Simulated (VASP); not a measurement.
**Nb: single point with PBEsol**

Crystal: Nb.

```
Nb
1.0
     0.00000    2.14968    2.14968
     2.14968    0.00000    2.14968
     2.14968    2.14968    0.00000
Nb
1
Direct
  0.00000 0.00000 0.00000
```

This cell differs from its parent crystal: volume scaled by 1.05.

```yaml
Program: VASP 6.6.1
Task: single point
Functional: PBEsol
Potentials_or_basis: VASP PAW PBE potentials, release 64 (Nb_sv)
Cutoff: 520 eV
k_mesh: 13 × 13 × 13
Occupations: fermi-dirac, width 0.08 eV
Spin: no spin polarisation
```

- Pressure: -13.6 GPa

Levels at points of the mesh, in eV from the Fermi level:
```tsv
k point	band 3	band 4	band 5	band 6	band 7	band 8	band 9	band 10
(0.00, 0.00, 0.00)	-30.26	-30.26	-6.09	0.15	0.15	0.15	2.54	2.54
```

It took 30 s on 1 thread of Intel Xeon 8259CL, on a shared host, peak memory 0.15 GiB.

Caveat: the PAW data sets were made with another functional, which shifts forces and pressure a little.
